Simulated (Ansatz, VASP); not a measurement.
**Two plane-wave programs on MgCd3Te4**

Contents of INCAR:

```
ALGO = Normal
EDIFF = 1E-6
ENCUT = 520
GGA = PE
ISIF = 2
ISMEAR = 0
LASPH = T
LCHARG = F
LREAL = F
LWAVE = F
NBANDS = 41
NELM = 100
PREC = Accurate
SIGMA = 0.01
```

The input KPOINTS:

```
k-points
0
Gamma
  4 4 4
```

File POSCAR:

```
MgCd3Te4
1.0
    6.4565950309      0.0000000000      0.0000000000
    0.0000000000      6.4565950309      0.0000000000
    0.0000000000      0.0000000000      6.4565950309
Mg Te Cd
1 4 3
Direct
    0.0000000000      0.0000000000      0.0000000000
    0.2472029275      0.2472029275      0.2472029275
    0.7527970725      0.7527970725      0.2472029275
    0.7527970725      0.2472029275      0.7527970725
    0.2472029275      0.7527970725      0.7527970725
    0.5000000000      0.5000000000      0.0000000000
    0.5000000000      0.0000000000      0.5000000000
    0.0000000000      0.5000000000      0.5000000000
```

Input for Ansatz:

```yaml
crystal:
  lattice:
    - [6.4565950309, 0.0, 0.0]
    - [0.0, 6.4565950309, 0.0]
    - [0.0, 0.0, 6.4565950309]
  atoms:
    - { symbol: Mg, position: [0.0, 0.0, 0.0] }
    - { symbol: Te, position: [0.2472029275, 0.2472029275, 0.2472029275] }
    - { symbol: Cd, position: [0.5, 0.5, 0.0] }
    - { symbol: Te, position: [0.7527970725, 0.7527970725, 0.2472029275] }
    - { symbol: Cd, position: [0.5, 0.0, 0.5] }
    - { symbol: Te, position: [0.7527970725, 0.2472029275, 0.7527970725] }
    - { symbol: Cd, position: [0.0, 0.5, 0.5] }
    - { symbol: Te, position: [0.2472029275, 0.7527970725, 0.7527970725] }
kpoints:
  mp_grid: { grid: [4, 4, 4] }
hamiltonian:
  xc: pbe
scf:
  occupations: { method: fixed }
  n_extra_bands: 6
output:
  forces: true
  stress: true
  eigenvalues: true
```

Alike in both runs: task single point; functional PBE; k mesh 4 × 4 × 4; no spin polarisation.

```csv
,VASP,Ansatz
version,VASP 6.6.1,Ansatz 0.2.0
potentials or method,"VASP PAW PBE potentials, release 64 (Mg, Te, Cd)","plane waves, PAW"
plane-wave cutoff (eV),520,420
occupations,"gaussian, width 0.01 eV",fixed
valence electrons in the cell,62,134
```

VASP gave:

```
gap on the k mesh at the Fermi level (eV) : 1.20
pressure (GPa)                            : 2.6
rms of the force components (eV/Å)        : 0.022
```

Question: Which values does Ansatz return?

Answer: gap on the k mesh at the Fermi level (eV): 1.21; pressure (GPa): 2.5; rms of the force components (eV/Å): 0.015.

VASP's potentials hold 62 valence electrons a cell and Ansatz's 134, so a difference there can come from the potentials and not from the codes.

Spin-orbit coupling is off throughout.
